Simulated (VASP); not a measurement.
# CdTe3 in VASP: further runs

Runs on CdTe3. Level: PBE. Tasks: single point, relaxation of cell and atoms.

Program: VASP 6.6.1. These are calculated values, not measurements. Logs are shortened: lines on timing, memory, paths and dates and some standing lists are left out, and cuts for length are marked.

**1. The cell of the first run**

It takes space group I4/mmm (No. 139, tetragonal). The conventional cell has a = 6.265 Å, b = 6.265 Å, c = 6.255 Å, α = 90.00°, β = 90.00°, γ = 90.00°. Cd (site symmetry 4/mmm) has 6 Te at 3.13 Å within 4.1 Å. Within 4.1 Å of Te (site symmetry mmm) lie 4 Te at 3.13 Å and 2 Cd at 3.13 Å. Te (site symmetry 4/mmm) has 2 Cd at 3.13 Å and 4 Te at 3.13 Å within 4.1 Å.

The cell was generated, and may not be a known phase.

**2. Single point, PBE**

INCAR reads:

```
PREC     = Accurate       # precision mode
ENCUT    = 520            # plane-wave cutoff, eV
EDIFF    = 1E-6           # SCF threshold, eV
ISMEAR   = 0              # smearing method
SIGMA    = 0.2            # smearing width, eV
LREAL    = F              # projectors in reciprocal space
LASPH    = T              # aspherical terms in the spheres
NELM     = 60             # most SCF steps
ALGO     = Normal         # electronic algorithm
ISIF     = 2              # what is computed and relaxed
LWAVE    = F              # write WAVECAR
LCHARG   = T              # write CHGCAR
GGA      = PE             # functional
LELF     = T              # ELF
LVHAR    = T            
NBANDS   = 23             # bands
```

KPOINTS reads:

```
Automatic mesh
0
Gamma
  5 5 5
```

POSCAR reads:

```
CdTe3
1.0
   -3.1322856409      3.1322856409      3.1273787054
    3.1322856409     -3.1322856409      3.1273787054
    3.1322856409      3.1322856409     -3.1273787054
Cd Te
1 3
Direct
    0.0000000000      0.0000000000      0.0000000000
    0.5000000000      0.0000000000      0.5000000000
    0.0000000000      0.5000000000      0.5000000000
    0.5000000000      0.5000000000      0.0000000000
```

Potentials or basis: VASP PAW PBE potentials, release 64 (Cd, Te).

Run with:

```sh
cat potpaw_PBE.64/Cd/POTCAR potpaw_PBE.64/Te/POTCAR > POTCAR
mpirun -np 1 vasp_std > vasp.out
```

OUTCAR:

```text
PREC = Accurate
   ENCUT = 520
   EDIFF = 1E-6
   ISMEAR = 0
   LREAL = F
   LASPH = T
   NELM = 60
   ISIF = 2
   GGA = PE

 ion  position               nearest neighbor table
   1  0.000  0.000  0.000-   4 3.13   4 3.13   2 3.13   3 3.13   2 3.13   3 3.13
   2  0.500  0.000  0.500-   3 3.13   3 3.13   4 3.13   4 3.13   1 3.13   1 3.13
   3  0.000  0.500  0.500-   2 3.13   2 3.13   4 3.13   1 3.13   4 3.13   1 3.13
   4  0.500  0.500  0.000-   1 3.13   1 3.13   3 3.13   2 3.13   3 3.13   2 3.13

  LATTYP: Found a body centered tetragonal cell.
 ALAT       =     6.2645712818
 C/A-ratio  =     0.9984334329

  Lattice vectors:

 A1 = (  -3.1322856409,   3.1322856409,   3.1273787054)
 A2 = (   3.1322856409,  -3.1322856409,   3.1273787054)
 A3 = (   3.1322856409,   3.1322856409,  -3.1273787054)

Analysis of symmetry for initial positions (statically):
=====================================================================
 Subroutine PRICEL returns:
 Original cell was already a primitive cell.

 Routine SETGRP: Setting up the symmetry group for a
 body centered tetragonal supercell.

 Subroutine GETGRP returns: Found 16 space group operations
 (whereof 16 operations were pure point group operations)
 out of a pool of 16 trial point group operations.

The static configuration has the point symmetry D_4h.

Analysis of symmetry for dynamics (positions and initial velocities):
=====================================================================
 Subroutine PRICEL returns:
 Original cell was already a primitive cell.

 Routine SETGRP: Setting up the symmetry group for a
 body centered tetragonal supercell.

 Subroutine GETGRP returns: Found 16 space group operations
 (whereof 16 operations were pure point group operations)
 out of a pool of 16 trial point group operations.

The dynamic configuration has the point symmetry D_4h.

 Subroutine INISYM returns: Found 16 space group operations
 (whereof 16 operations are pure point group operations),
 and found     1 'primitive' translations

----------------------------------------------------------------------------------------

                                     Primitive cell

  volume of cell :     122.7335

  direct lattice vectors                    reciprocal lattice vectors
    -3.132285641  3.132285641  3.127378705     0.000000000  0.159627843  0.159878303
     3.132285641 -3.132285641  3.127378705     0.159627843  0.000000000  0.159878303
     3.132285641  3.132285641 -3.127378705     0.159627843  0.159627843  0.000000000

  length of vectors
     5.422446333  5.422446333  5.422446333     0.225925032  0.225925032  0.225747860

  position of ions in fractional coordinates (direct lattice)
     0.000000000  0.000000000  0.000000000
     0.500000000  0.000000000  0.500000000
     0.000000000  0.500000000  0.500000000
     0.500000000  0.500000000  0.000000000

  ion indices of the primitive-cell ions
   primitive index   ion index
                 1           1
                 2           2
                 3           3
                 4           4

----------------------------------------------------------------------------------------

 KPOINTS: Automatic mesh

Automatic generation of k-mesh.
 Grid dimensions read from file:
 generate k-points for:    5    5    5

 Generating k-lattice:

  Cartesian coordinates                     Fractional coordinates (reciprocal lattice)
     0.000000000  0.031925569  0.031975661     0.200000000  0.000000000 -0.000000000
     0.031925569  0.000000000  0.031975661     0.000000000  0.200000000 -0.000000000
     0.031925569  0.031925569  0.000000000     0.000000000  0.000000000  0.200000000

  Length of vectors
     0.045185006  0.045185006  0.045149572

  Shift w.r.t. Gamma in fractional coordinates (k-lattice)
     0.000000000  0.000000000  0.000000000

 Subroutine IBZKPT returns following result:
 ===========================================

 Found     18 irreducible k-points:

 Following reciprocal coordinates:
            Coordinates               Weight
  0.000000  0.000000  0.000000      1.000000
  0.200000 -0.000000  0.000000      8.000000
  0.400000 -0.000000  0.000000      8.000000
  0.200000  0.200000  0.000000      8.000000
  0.400000  0.200000  0.000000     16.000000
 -0.400000  0.200000  0.000000     16.000000
[... 10 lines left out ...]
 -0.400000  0.400000  0.400000      4.000000
 -0.400000 -0.400000  0.400000      2.000000
   k-points           NKPTS =     18   k-points in BZ     NKDIM =     18   number of bands    NBANDS=     23
   number of dos      NEDOS =    301   number of ions     NIONS =      4
   total plane-waves  NPLWV =  64000
   dimension x,y,z NGX =    40 NGY =   40 NGZ =   40
   dimension x,y,z NGXF=    80 NGYF=   80 NGZF=   80
   ions per type =               1   3
   NGX,Y,Z   is equivalent  to a cutoff of  12.26, 12.26, 12.26 a.u.
   NGXF,Y,Z  is equivalent  to a cutoff of  24.53, 24.53, 24.53 a.u.
 SYSTEM =  unknown system
   PREC   = accura    normal or accurate (medium, high low for compatibility)
   ISTART =      0    job   : 0-new  1-cont  2-samecut
   ICHARG =      2    charge: 1-file 2-atom 10-const
   ISPIN  =      1    spin polarized calculation?
   LNONCOLLINEAR =      F non collinear calculations
   LSORBIT =      F    spin-orbit coupling
   LASPH  =      T    aspherical Exc in radial PAW
   ENCUT  =  520.0 eV  38.22 Ry    6.18 a.u.  10.08 10.08 10.08*2*pi/ulx,y,z
   NELM   =     60;   NELMIN=  2; NELMDL= -5     # of ELM steps
   EDIFF  = 0.1E-05   stopping-criterion for ELM
   LREAL  =      F    real-space projection
   EDIFFG = 0.1E-04   stopping-criterion for IOM
   NSW    =      0    number of steps for IOM
   IBRION =     -1    ionic relax: 0-MD 1-quasi-New 2-CG
   NFREE  =      0    steps in history (QN), initial steepest desc. (CG)
   ISIF   =      2    stress and relaxation
   ISYM   =      2    0-nonsym 1-usesym 2-fastsym
   POTIM  = 0.5000    time-step for ionic-motion
   TEBEG  =    0.0;   TEEND  =   0.0 temperature during run
   PSTRESS=    0.0 pullay stress
   NELECT =      30.0000    total number of electrons
   NUPDOWN=      -1.0000    fix difference up-down
   EMIN   =  10.00;   EMAX   =-10.00  energy-range for DOS
   EFERMI =   0.00;   METHOD = LEGACY
   ISMEAR =     0;   SIGMA  =   0.20  broadening in eV -4-tet -1-fermi 0-gaus
   EFERMI_NEDOS =   21; number of points for ismear=-14 and -15
   IALGO  =     38    algorithm
   IMIX   =      4    mixing-type and parameters
     AMIX     =   0.40;   BMIX     =  1.00
     AMIX_MAG =   1.60;   BMIX_MAG =  1.00
  volume/ion in A,a.u.               =      30.68       207.06
  Fermi-wavevector in a.u.,A,eV,Ry     =   1.023594  1.934311 14.255418  1.047744
  Thomas-Fermi vector in A             =   2.157335
   LORBIT       =      0    0 simple, 1 ext, 2 COOP (PROOUT), +10 PAW based schemes
   GGA     = PE    functional components
   LHFCALC =     F    Hartree Fock is set to
   AEXX    =    0.0000 exact exchange contribution
   IVDW    =     0    specifies the selected vdW correction
   LEPSILON=     F    determine dielectric tensor
   LRPA    =     F    only Hartree local field effects (RPA)
 non-spin polarized calculation
 Gauss-broadening in eV      SIGMA  =   0.20
  energy-cutoff  :      520.00
  volume of cell :      122.73
 maximum number of plane-waves:      3330
   NGX = 21   NGY = 21   NGZ = 21

 number of electron      30.0000010 magnetization

 Free energy of the ion-electron system (eV)
  ---------------------------------------------------
  ext. energy  EPLUGINS =         0.00000000
  ---------------------------------------------------
  free energy    TOTEN  =       -10.64421012 eV

  energy without entropy =      -10.56124368  energy(sigma->0) =      -10.60272690

 E-fermi :   5.1915     XC(G=0):  -9.4598

 val. band max:        5.1913088102   @ k =   0.4000   0.4000   0.0000
 cond. band min:       5.1916663980   @ k =   0.2000  -0.0000   0.0000
 fundamental gap:      0.0003575878
 Fermi energy:         5.1915453605

 k-point     1 :       0.0000    0.0000    0.0000
  band No.  band energies     occupation
      1      -7.7020      2.00000
      2      -4.6787      2.00000
      3      -4.6667      2.00000
      4      -3.1926      2.00000
      5      -3.1926      2.00000
      6      -3.1921      2.00000
[... 15 lines left out ...]
     22      12.6952      0.00000
     23      12.7123      0.00000

 k-point     2 :       0.2000   -0.0000    0.0000
  band No.  band energies     occupation
      1      -7.4851      2.00000
      2      -5.0193      2.00000
      3      -4.6955      2.00000
      4      -3.2011      2.00000
      5      -3.1981      2.00000
      6      -3.1864      2.00000
[... 15 lines left out ...]
     22      11.9724      0.00000
     23      12.5088      0.00000

 k-point     3 :       0.4000   -0.0000    0.0000
  band No.  band energies     occupation
      1      -6.9124      2.00000
      2      -5.8081      2.00000
      3      -4.7238      2.00000
      4      -3.3100      2.00000
      5      -3.2204      2.00000
      6      -3.2155      2.00000
[... 15 lines left out ...]
     22      10.5839      0.00000
     23      12.3362      0.00000

 k-point     4 :       0.2000    0.2000    0.0000
  band No.  band energies     occupation
      1      -7.0806      2.00000
      2      -5.5280      2.00000
      3      -4.8142      2.00000
      4      -3.2652      2.00000
      5      -3.2094      2.00000
      6      -3.1898      2.00000
[... 15 lines left out ...]
     22      10.8684      0.00000
     23      11.8030      0.00000

 k-point     5 :       0.4000    0.2000    0.0000
  band No.  band energies     occupation
      1      -6.5536      2.00000
      2      -6.1010      2.00000
      3      -4.9242      2.00000
      4      -3.3283      2.00000
      5      -3.2467      2.00000
      6      -3.1992      2.00000
[... 15 lines left out ...]
     22      12.0821      0.00000
     23      12.1171      0.00000

 k-point     6 :      -0.4000    0.2000    0.0000
  band No.  band energies     occupation
      1      -7.0834      2.00000
      2      -5.5275      2.00000
      3      -4.8099      2.00000
      4      -3.2633      2.00000
      5      -3.2091      2.00000
      6      -3.1896      2.00000
[... 15 lines left out ...]
     22      10.8633      0.00000
     23      11.8080      0.00000

 k-point     7 :      -0.2000    0.2000    0.0000
  band No.  band energies     occupation
      1      -7.4861      2.00000
      2      -5.0259      2.00000
      3      -4.6859      2.00000
      4      -3.2014      2.00000
      5      -3.1976      2.00000
      6      -3.1866      2.00000
[... 197 lines left out ...]
     22      11.6131      0.00000
     23      11.6201      0.00000

 k-point    15 :      -0.2000   -0.4000    0.2000
  band No.  band energies     occupation
      1      -6.8047      2.00000
      2      -6.0496      2.00000
      3      -4.4398      2.00000
      4      -3.2839      2.00000
      5      -3.2029      2.00000
      6      -3.1927      2.00000
[... 15 lines left out ...]
     22      11.3250      0.00000
     23      12.5188      0.00000

 k-point    16 :      -0.2000   -0.2000    0.2000
  band No.  band energies     occupation
      1      -7.2922      2.00000
      2      -5.4670      2.00000
      3      -4.4368      2.00000
      4      -3.2029      2.00000
      5      -3.1987      2.00000
      6      -3.1987      2.00000
[... 15 lines left out ...]
     22      10.3803      0.00000
     23      13.0541      0.00000

 k-point    17 :      -0.4000    0.4000    0.4000
  band No.  band energies     occupation
      1      -6.5925      2.00000
      2      -6.3551      2.00000
      3      -4.0673      2.00000
      4      -3.1822      2.00000
      5      -3.1816      2.00000
      6      -3.1773      2.00000
[... 15 lines left out ...]
     22      11.7906      0.00000
     23      12.9018      0.00000

 k-point    18 :      -0.4000   -0.4000    0.4000
  band No.  band energies     occupation
      1      -6.5830      2.00000
      2      -6.3639      2.00000
      3      -4.0705      2.00000
      4      -3.1822      2.00000
      5      -3.1822      2.00000
      6      -3.1768      2.00000
[... 15 lines left out ...]
     22      11.8140      0.00000
     23      12.8922      0.00000

------------------------ aborting loop because EDIFF is reached ----------------------------------------

  FORCE on cell =-STRESS in cart. coord.  units (eV):
  Direction    XX          YY          ZZ          XY          YZ          ZX
  --------------------------------------------------------------------------------------
  -------------------------------------------------------------------------------------
  Total        0.0965784      0.0965784      0.1540286      0.0000000      0.0000000      0.0000000
  in kB        1.2607451      1.2607451      2.0107066      0.0000000      0.0000000      0.0000000
  external PRESSURE =       1.5107322 kB  Pullay stress =       0.0000000 kB

 VOLUME and BASIS-vectors are now :
 -----------------------------------------------------------------------------
  energy-cutoff  :      520.00
  volume of cell :      122.73
      direct lattice vectors                 reciprocal lattice vectors
    -3.132285641  3.132285641  3.127378705     0.000000000  0.159627843  0.159878303
     3.132285641 -3.132285641  3.127378705     0.159627843  0.000000000  0.159878303
     3.132285641  3.132285641 -3.127378705     0.159627843  0.159627843  0.000000000

 POSITION                                       TOTAL-FORCE (eV/Angst)
 -----------------------------------------------------------------------------------
      0.00000      0.00000      0.00000         0.000000      0.000000      0.000000
      0.00000      3.13229      0.00000        -0.000000      0.000000     -0.000000
      3.13229      0.00000      0.00000         0.000000      0.000000      0.000000
      0.00000      0.00000      3.12738         0.000000     -0.000000     -0.000000
 -----------------------------------------------------------------------------------
    total drift:                               -0.000000     -0.000000      0.000000

  FREE ENERGIE OF THE ION-ELECTRON SYSTEM (eV)
  ---------------------------------------------------
  free  energy   TOTEN  =       -10.6442101168 eV

  energy  without entropy=      -10.5612436829  energy(sigma->0) =      -10.60272690
```

It took 23 s on 1 thread of Intel Xeon 6975P-C (Granite Rapids), shared host; peak memory 0.25 GiB.

What came out:

| Quantity | Value |
| --- | --- |
| Free energy | -10.6442 eV |
| Pressure | 0.2 GPa |
| Band gap on the k mesh | zero (bands 15 and 16 overlap by 1.03 eV) |

Caveat: spin-orbit coupling is left out, which moves the levels of the heavy elements.

(Continued in part 2 of 2.)
